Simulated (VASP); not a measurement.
# Zr (P6/mmm) in VASP: relaxation of cell and atoms with PBEsol

Aim: the relaxation of cell and atoms of Zr with PBEsol.

Program: VASP 6.6.1. These are calculated values, not measurements. Logs are shortened: lines on timing, memory, paths and dates and some standing lists are left out, and cuts for length are marked.

## 1. The cell of the first run

The structure is hexagonal, space group P6/mmm (No. 191). Conventional cell: a = 5.086 Å, b = 5.086 Å, c = 3.118 Å, α = 90.00°, β = 90.00°, γ = 120.00°. Within 4.1 Å of Zr (site symmetry 6/mmm) lie 14 Zr at 3.12 to 3.32 Å. Within 3.9 Å of Zr (site symmetry -6m2) lie 11 Zr at 2.94 to 3.32 Å.

This isn't the form of Zr at room conditions, which is hcp.

## 2. Relaxation of cell and atoms, PBEsol

INCAR

```
  ALGO = Normal
  EDIFF = 1E-6
  EDIFFG = -0.01
  ENCUT = 600
  GGA = PS
  IBRION = 2
  ISIF = 3
  ISMEAR = -1
  LASPH = True
  LCHARG = False
  LREAL = False
  LWAVE = False
  NELM = 80
  NSW = 80
  PREC = Accurate
  SIGMA = 0.1
```

KPOINTS

```
k-points
0
Gamma
  7 7 10
```

POSCAR

```
Zr
1.0
    5.0859926290      0.0000000000      0.0000000000
   -2.5429963145      4.4045988202      0.0000000000
    0.0000000000      0.0000000000      3.1177134816
Zr
3
Direct
    0.0000000000      0.0000000000      0.0000000000
    0.3333333333      0.6666666667      0.5000000000
    0.6666666667      0.3333333333      0.5000000000
```

Potentials or basis: VASP PAW PBE potentials, release 64 (Zr_sv).

Run with:

```console
$ cat potpaw_PBE.64/Zr_sv/POTCAR > POTCAR
$ mpirun -np 1 vasp_std > vasp.out
```

OUTCAR:

```text
EDIFF = 1E-6
   EDIFFG = -0.01
   ENCUT = 600
   GGA = PS
   IBRION = 2
   ISIF = 3
   ISMEAR = -1
   LASPH = True
   LREAL = False
   NELM = 80
   NSW = 80
   PREC = Accurate

 ion  position               nearest neighbor table
   1  0.000  0.000  0.000-   2 3.32   3 3.32   2 3.32   3 3.32   3 3.32   3 3.32   2 3.32   2 3.32
                             3 3.32   3 3.32   2 3.32   2 3.32
   2  0.333  0.667  0.500-   3 2.94   3 2.94   3 2.94   1 3.32   1 3.32   1 3.32   1 3.32   1 3.32
                             1 3.32
   3  0.667  0.333  0.500-   2 2.94   2 2.94   2 2.94   1 3.32   1 3.32   1 3.32   1 3.32   1 3.32
                             1 3.32

  LATTYP: Found a hexagonal cell.
 ALAT       =     5.0859926290
 C/A-ratio  =     0.6130000000

  Lattice vectors:

 A1 = (   5.0859926290,   0.0000000000,   0.0000000000)
 A2 = (  -2.5429963145,   4.4045988202,   0.0000000000)
 A3 = (   0.0000000000,   0.0000000000,   3.1177134816)

Analysis of symmetry for initial positions (statically):
=====================================================================
 Subroutine PRICEL returns:
 Original cell was already a primitive cell.

 Routine SETGRP: Setting up the symmetry group for a
 hexagonal supercell.

 Subroutine GETGRP returns: Found 24 space group operations
 (whereof 24 operations were pure point group operations)
 out of a pool of 24 trial point group operations.

The static configuration has the point symmetry D_6h.

Analysis of symmetry for dynamics (positions and initial velocities):
=====================================================================
 Subroutine PRICEL returns:
 Original cell was already a primitive cell.

 Routine SETGRP: Setting up the symmetry group for a
 hexagonal supercell.

 Subroutine GETGRP returns: Found 24 space group operations
 (whereof 24 operations were pure point group operations)
 out of a pool of 24 trial point group operations.

The dynamic configuration has the point symmetry D_6h.

 Subroutine INISYM returns: Found 24 space group operations
 (whereof 24 operations are pure point group operations),
 and found     1 'primitive' translations

----------------------------------------------------------------------------------------

                                     Primitive cell

  volume of cell :      69.8423

  direct lattice vectors                    reciprocal lattice vectors
     5.085992629  0.000000000  0.000000000     0.196618452  0.113517716  0.000000000
    -2.542996314  4.404598820  0.000000000     0.000000000  0.227035433  0.000000000
     0.000000000  0.000000000  3.117713482     0.000000000  0.000000000  0.320747883

  length of vectors
     5.085992629  5.085992629  3.117713482     0.227035433  0.227035433  0.320747883

  position of ions in fractional coordinates (direct lattice)
     0.000000000  0.000000000  0.000000000
     0.333333333  0.666666667  0.500000000
     0.666666667  0.333333333  0.500000000

  ion indices of the primitive-cell ions
   primitive index   ion index
                 1           1
                 2           2
                 3           3

----------------------------------------------------------------------------------------

 KPOINTS: k-points

Automatic generation of k-mesh.
 Grid dimensions read from file:
 generate k-points for:    7    7   10

 Generating k-lattice:

  Cartesian coordinates                     Fractional coordinates (reciprocal lattice)
     0.028088350  0.016216817  0.000000000     0.142857143  0.000000000  0.000000000
     0.000000000  0.032433633  0.000000000     0.000000000  0.142857143  0.000000000
     0.000000000  0.000000000  0.032074788     0.000000000  0.000000000  0.100000000

  Length of vectors
     0.032433633  0.032433633  0.032074788

  Shift w.r.t. Gamma in fractional coordinates (k-lattice)
     0.000000000  0.000000000  0.000000000

 Subroutine IBZKPT returns following result:
 ===========================================

 Found     48 irreducible k-points:

 Following reciprocal coordinates:
            Coordinates               Weight
  0.000000  0.000000  0.000000      1.000000
  0.142857 -0.000000  0.000000      6.000000
  0.285714 -0.000000  0.000000      6.000000
  0.428571 -0.000000  0.000000      6.000000
  0.142857  0.142857  0.000000      6.000000
  0.285714  0.142857  0.000000     12.000000
[... 16 lines left out ...]
  0.428571  0.142857  0.200000     12.000000
  0.285714  0.285714  0.200000     12.000000
 [... further k-points ...]
   k-points           NKPTS =     48   k-points in BZ     NKDIM =     48   number of bands    NBANDS=     22
   number of dos      NEDOS =    301   number of ions     NIONS =      3
   total plane-waves  NPLWV =  49392
   dimension x,y,z NGX =    42 NGY =   42 NGZ =   28
   dimension x,y,z NGXF=    84 NGYF=   84 NGZF=   56
   ions per type =               3
   NGX,Y,Z   is equivalent  to a cutoff of  13.73, 13.73, 14.93 a.u.
   NGXF,Y,Z  is equivalent  to a cutoff of  27.46, 27.46, 29.86 a.u.
 SYSTEM =  unknown system
   PREC   = accura    normal or accurate (medium, high low for compatibility)
   ISTART =      0    job   : 0-new  1-cont  2-samecut
   ICHARG =      2    charge: 1-file 2-atom 10-const
   ISPIN  =      1    spin polarized calculation?
   LNONCOLLINEAR =      F non collinear calculations
   LSORBIT =      F    spin-orbit coupling
   LASPH  =      T    aspherical Exc in radial PAW
   ENCUT  =  600.0 eV  44.10 Ry    6.64 a.u.  10.16 10.16  6.23*2*pi/ulx,y,z
   NELM   =     80;   NELMIN=  2; NELMDL= -5     # of ELM steps
   EDIFF  = 0.1E-05   stopping-criterion for ELM
   LREAL  =      F    real-space projection
   EDIFFG = -.1E-01   stopping-criterion for IOM
   NSW    =     80    number of steps for IOM
   IBRION =      2    ionic relax: 0-MD 1-quasi-New 2-CG
   NFREE  =      1    steps in history (QN), initial steepest desc. (CG)
   ISIF   =      3    stress and relaxation
   ISYM   =      2    0-nonsym 1-usesym 2-fastsym
   POTIM  = 0.5000    time-step for ionic-motion
   TEBEG  =    0.0;   TEEND  =   0.0 temperature during run
   PSTRESS=    0.0 pullay stress
   NELECT =      36.0000    total number of electrons
   NUPDOWN=      -1.0000    fix difference up-down
   EMIN   =  10.00;   EMAX   =-10.00  energy-range for DOS
   EFERMI =   0.00;   METHOD = LEGACY
   ISMEAR =    -1;   SIGMA  =   0.10  broadening in eV -4-tet -1-fermi 0-gaus
   EFERMI_NEDOS =   21; number of points for ismear=-14 and -15
   IALGO  =     38    algorithm
   IMIX   =      4    mixing-type and parameters
     AMIX     =   0.40;   BMIX     =  1.00
     AMIX_MAG =   1.60;   BMIX_MAG =  1.00
  volume/ion in A,a.u.               =      23.28       157.11
  Fermi-wavevector in a.u.,A,eV,Ry     =   1.312612  2.480476 23.442147  1.722949
  Thomas-Fermi vector in A             =   2.442992
   LORBIT       =      0    0 simple, 1 ext, 2 COOP (PROOUT), +10 PAW based schemes
   GGA     = PS    functional components
   LHFCALC =     F    Hartree Fock is set to
   AEXX    =    0.0000 exact exchange contribution
   IVDW    =     0    specifies the selected vdW correction
   LEPSILON=     F    determine dielectric tensor
   LRPA    =     F    only Hartree local field effects (RPA)
 conjugate gradient relaxation of ions
 non-spin polarized calculation
  energy-cutoff  :      600.00
  volume of cell :       69.84
 maximum number of plane-waves:      2362
 NGX is ok and might be reduce to    42
   NGX = 21   NGY = 21   NGZ = 13

--------------------------------------- Ionic step        1  -------------------------------------------

 number of electron      36.0000001 magnetization

 Free energy of the ion-electron system (eV)
  ---------------------------------------------------
  ext. energy  EPLUGINS =         0.00000000
  ---------------------------------------------------
  free energy    TOTEN  =       -27.27012669 eV

  energy without entropy =      -27.16914456  energy(sigma->0) =      -27.21963562

------------------------ aborting loop because EDIFF is reached ----------------------------------------

  FORCE on cell =-STRESS in cart. coord.  units (eV):
  Direction    XX          YY          ZZ          XY          YZ          ZX
  --------------------------------------------------------------------------------------
  -------------------------------------------------------------------------------------
  Total       -2.2221935     -2.2221935     -1.1326837      0.0000000      0.0000000      0.0000000
  in kB      -50.9769884    -50.9769884    -25.9836980      0.0000000      0.0000000      0.0000000
  external PRESSURE =     -42.6458916 kB  Pullay stress =       0.0000000 kB

 VOLUME and BASIS-vectors are now :
 -----------------------------------------------------------------------------
  energy-cutoff  :      600.00
  volume of cell :       69.84
      direct lattice vectors                 reciprocal lattice vectors
     5.085992629  0.000000000  0.000000000     0.196618452  0.113517716  0.000000000
    -2.542996314  4.404598820  0.000000000     0.000000000  0.227035433  0.000000000
     0.000000000  0.000000000  3.117713482     0.000000000  0.000000000  0.320747883
[... 260 lines left out ...]
 POSITION                                       TOTAL-FORCE (eV/Angst)
 -----------------------------------------------------------------------------------
      0.00000      0.00000      0.00000         0.000000     -0.000000      0.000000
     -0.00000      2.87554      1.55376         0.000000     -0.000000     -0.000000
      2.49029      1.43777      1.55376        -0.000000      0.000000      0.000000
 -----------------------------------------------------------------------------------
    total drift:                               -0.000000      0.000000     -0.000000

  FREE ENERGIE OF THE ION-ELECTRON SYSTEM (eV)
  ---------------------------------------------------
  free  energy   TOTEN  =       -27.3199878392 eV

  energy  without entropy=      -27.2279674719  energy(sigma->0) =      -27.27397766

--------------------------------------- Ionic step        9  -------------------------------------------

 number of electron      36.0000000 magnetization

 Free energy of the ion-electron system (eV)
  ---------------------------------------------------
  ext. energy  EPLUGINS =         0.00000000
  ---------------------------------------------------
  free energy    TOTEN  =       -27.31999718 eV

  energy without entropy =      -27.22806013  energy(sigma->0) =      -27.27402866

 E-fermi :   9.2227     XC(G=0): -11.4114

 val. band max:        9.2091780576   @ k =   0.2857   0.2857   0.0000
 cond. band min:       9.2880720744   @ k =   0.2857   0.2857   0.3000
 fundamental gap:      0.0788940168
 Fermi energy:         9.2226760896

 k-point     1 :       0.0000    0.0000    0.0000
  band No.  band energies     occupation
      1     -39.4166      2.00000
      2     -39.1718      2.00000
      3     -38.9576      2.00000
      4     -17.6577      2.00000
      5     -17.6577      2.00000
      6     -17.6040      2.00000
[... 14 lines left out ...]
     21      10.9114      0.00000
     22      10.9114      0.00000
[... 552 lines left out ...]
  band No.  band energies     occupation
      1     -39.3650      2.00000
      2     -39.0796      2.00000
      3     -39.0353      2.00000
      4     -17.8097      2.00000
      5     -17.6579      2.00000
      6     -17.5625      2.00000
[... 14 lines left out ...]
     21      10.0657      0.00044
     22      10.4201      0.00001

 [... further k-points ...]

------------------------ aborting loop because EDIFF is reached ----------------------------------------

  FORCE on cell =-STRESS in cart. coord.  units (eV):
  Direction    XX          YY          ZZ          XY          YZ          ZX
  --------------------------------------------------------------------------------------
  -------------------------------------------------------------------------------------
  Total       -0.0040059     -0.0040059      0.0109231      0.0000000      0.0000000      0.0000000
  in kB       -0.0962045     -0.0962045      0.2623250      0.0000000      0.0000000      0.0000000
  external PRESSURE =       0.0233054 kB  Pullay stress =       0.0000000 kB

 VOLUME and BASIS-vectors are now :
 -----------------------------------------------------------------------------
  energy-cutoff  :      600.00
  volume of cell :       66.71
      direct lattice vectors                 reciprocal lattice vectors
     4.979301751  0.000000000  0.000000000     0.200831372  0.115950046  0.000000000
    -2.489650875  4.312201809  0.000000000    -0.000000000  0.231900093  0.000000000
     0.000000000 -0.000000000  3.107056008     0.000000000 -0.000000000  0.321848077

 POSITION                                       TOTAL-FORCE (eV/Angst)
 -----------------------------------------------------------------------------------
      0.00000      0.00000      0.00000         0.000000     -0.000000     -0.000000
     -0.00000      2.87480      1.55353        -0.000000     -0.000000      0.000000
      2.48965      1.43740      1.55353         0.000000      0.000000     -0.000000
 -----------------------------------------------------------------------------------
    total drift:                               -0.000000      0.000000     -0.000000

  FREE ENERGIE OF THE ION-ELECTRON SYSTEM (eV)
  ---------------------------------------------------
  free  energy   TOTEN  =       -27.3199971838 eV

  energy  without entropy=      -27.2280601339  energy(sigma->0) =      -27.27402866

 reached required accuracy - stopping structural energy minimisation
```

Run time: 12 min. Hardware: 1 thread of Intel Xeon 8259CL, shared host; peak memory 0.27 GiB.

What came out:

```yaml
Free_energy: -27.3200 eV
Relaxed_volume: 22.24 Å³/atom
Relaxed_cell: a = 4.979 Å, b = 4.979 Å, c = 3.107 Å, α = 90.00°, β = 90.00°, γ = 120.00°
Space_group_after_relaxing_to_0.1_Å: P6/mmm (No. 191)
Energy_gained_by_relaxing: 16.6 meV/atom
Ionic_steps: 9
Pressure_after_relaxing: 0.0 GPa
Band_gap_on_the_k_mesh: zero (bands 18 and 19 overlap by 0.49 eV)
```

The path:
| step | energy change (eV) | largest force (eV/Å) | pressure (GPa) | volume (Å³) |
| --- | --- | --- | --- | --- |
| 1 | 0.0000 | 0.0000 | -4.26 | 69.84 |
| 2 | -0.0052 | 0.0000 | 5.00 | 63.76 |
| 3 | -0.0482 | 0.0000 | 0.15 | 66.63 |
| 4 | -0.0482 | 0.0000 | 0.24 | 66.56 |
| 5 | -0.0499 | 0.0000 | 0.08 | 66.66 |
| 6 | -0.0499 | 0.0000 | 0.07 | 66.66 |
| 7 | -0.0499 | 0.0000 | 0.08 | 66.66 |
| 8 | -0.0499 | 0.0000 | -0.06 | 66.76 |
| 9 | -0.0499 | 0.0000 | 0.00 | 66.71 |

Final structure:
```
CELL_PARAMETERS angstrom
4.97930 0.00000 0.00000
-2.48965 4.31220 0.00000
0.00000 0.00000 3.10706
ATOMIC_POSITIONS crystal
Zr 0.00000 0.00000 0.00000
Zr 0.33333 0.66667 0.50000
Zr 0.66667 0.33333 0.50000
```

Levels at points of the mesh, in eV from the Fermi level:
```csv
k point,band 16,band 17,band 18,band 19,band 20,band 21
"(0.00, 0.00, 0.00)",-0.46,-0.41,-0.41,-0.18,0.86,1.69
"(0.00, 0.00, 0.50)",-1.93,-1.93,-1.31,1.24,1.24,1.74
```

Caveat: the PAW data sets were made with another functional, which shifts forces and pressure a little.
